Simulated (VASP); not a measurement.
Runs of VASP 6.6.1 on K2S (fluorite type). The structure is that of space group Fm-3m (No. 225), or close to it. The cells are those of the table. 

| task | cell | cutoff (eV) | gap on the mesh (eV) | pressure (GPa) |
| --- | --- | --- | --- | --- |
| single point | a = 5.241 Å, angles 60.0°, 3 atoms | 500 | 2.37 | 0.4 |
| single point | a = 5.170 Å, angles 60.0°, 3 atoms | 500 | 2.48 | 1.3 |
| electric field gradients | a = 5.241 Å, angles 60.0°, 3 atoms | 400 | 2.37 | 0.4 |
| single point | a = 5.380 Å, angles 60.0°, 3 atoms | 500 | 2.18 | -0.9 |
| single point | a = 5.312 Å, angles 60.0°, 3 atoms | 500 | 2.27 | -0.3 |
| electric field gradients | a = 5.312 Å, angles 60.0°, 3 atoms | 400 | 2.27 | -0.3 |
| electric field gradients | a = 5.170 Å, angles 60.0°, 3 atoms | 400 | 2.48 | 1.3 |
| electric field gradients | a = 5.380 Å, angles 60.0°, 3 atoms | 400 | 2.18 | -0.9 |
| single point | a = 5.277 Å, angles 60.0°, 3 atoms | 500 | (a) | 0.0 |

Alike in all rows: level PBE; potentials or basis VASP PAW PBE potentials, release 64 (S, K_sv); no spin polarisation; k mesh 10 × 10 × 10; smearing fermi-dirac 0.03 eV.

Task: Estimate the missing entries.

Result: (a) 2.32.

A k mesh can miss the band edges.
